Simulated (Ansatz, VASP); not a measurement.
## Two plane-wave programs on ZrGe2Pd3

```
Zr Ge Pd
1.0
     3.15713    0.00000    0.00000
     0.00000    3.15713    0.00000
     0.00000    0.00000    9.95733
Zr Ge Pd
1 2 3
Direct
  0.50000 0.50000 0.16290
  0.00000 0.00000 0.97171
  0.50000 0.50000 0.51358
  0.00000 0.00000 0.65354
  0.00000 0.00000 0.35429
  0.50000 0.50000 0.84397
```

Change from the starting cell: species swapped into the Zr3TiCu2 type (P4mm, No. 99).

Alike in both runs: task single point; functional PBE; k mesh 6 × 6 × 2; occupations gaussian, width 0.1 eV; collinear spin.

```csv
,VASP,Ansatz
version,VASP 6.6.1,Ansatz 0.2.0
potentials or method,"VASP PAW PBE potentials, release 64 (Zr_sv, Ge_d, Pd), cutoff 520 eV","scalar-relativistic, plane waves, PAW"
valence electrons in the cell,70,94
```

VASP gave:

```
gap on the k mesh at the Fermi level (eV)                     : none
pressure (GPa)                                                : -0.6
traceless stress, the component that is largest in VASP (GPa) : -0.80
rms of the force components (eV/Å)                            : 0.106
net moment per atom (μB)                                      : 0.00
```

Estimate Ansatz's values.

gap on the k mesh at the Fermi level (eV): none; pressure (GPa): -0.7; traceless stress, the component that is largest in VASP (GPa): -0.77; rms of the force components (eV/Å): 0.111; net moment per atom (μB): 0.00.

Atom by atom the forces differ by 0.007 eV/Å (rms over components). A gap of «none» marks a metal or a gap that the smearing closes. VASP's potentials hold 70 valence electrons a cell and Ansatz's 94, so a difference there can come from the potentials and not from the codes. Ansatz's warnings: seeded moment not kept.
